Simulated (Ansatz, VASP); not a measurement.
## One calculation of SiC, two programs

The input INCAR:

```
SYSTEM = SiC
ALGO = Normal
EDIFF = 1E-6
ENCUT = 520
GGA = PE
ISIF = 2
ISMEAR = 1
LASPH = .True.
LCHARG = .False.
LREAL = .False.
LWAVE = .False.
NBANDS = 11
NELM = 100
PREC = Accurate
SIGMA = 0.2
```

KPOINTS

```
k-points
0
Gamma
  8 8 8
  0 0 0
```

Contents of POSCAR:

```
SiC
1.0
    0.0000000000      2.1780523476      2.1780523476
    2.1780523476      0.0000000000      2.1780523476
    2.1780523476      2.1780523476      0.0000000000
Si C
1 1
Direct
    0.0000000000      0.0000000000      0.0000000000
    0.2500000000      0.2500000000      0.2500000000
```

Input for Ansatz:

```yaml
crystal:
  lattice:
    - [0.0, 2.1780523476, 2.1780523476]
    - [2.1780523476, 0.0, 2.1780523476]
    - [2.1780523476, 2.1780523476, 0.0]
  atoms:
    - { symbol: Si, position: [0.0, 0.0, 0.0] }
    - { symbol: C, position: [0.25, 0.25, 0.25] }
kpoints:
  mp_grid: { grid: [8, 8, 8] }
hamiltonian:
  xc: pbe
scf:
  occupations: { method: methfessel_paxton, width: 0.2 }
  n_extra_bands: 4
output:
  forces: true
  stress: true
  eigenvalues: true
```

Alike in both runs: task single point; functional PBE; k mesh 8 × 8 × 8; occupations methfessel-paxton of order 1, width 0.2 eV; no spin polarisation.

```csv
,VASP,Ansatz
version,VASP 6.6.1,Ansatz 0.2.0
potentials or method,"VASP PAW PBE potentials, release 64 (Si, C)",plane waves
plane-wave cutoff (eV),520,420
valence electrons in the cell,8,8
```

```tsv
	VASP	Ansatz	Ansatz less VASP
pressure (GPa)	3.5	3.6	+0.05
```

With one functional, cell and mesh, what is left measures potentials, basis and numerics.
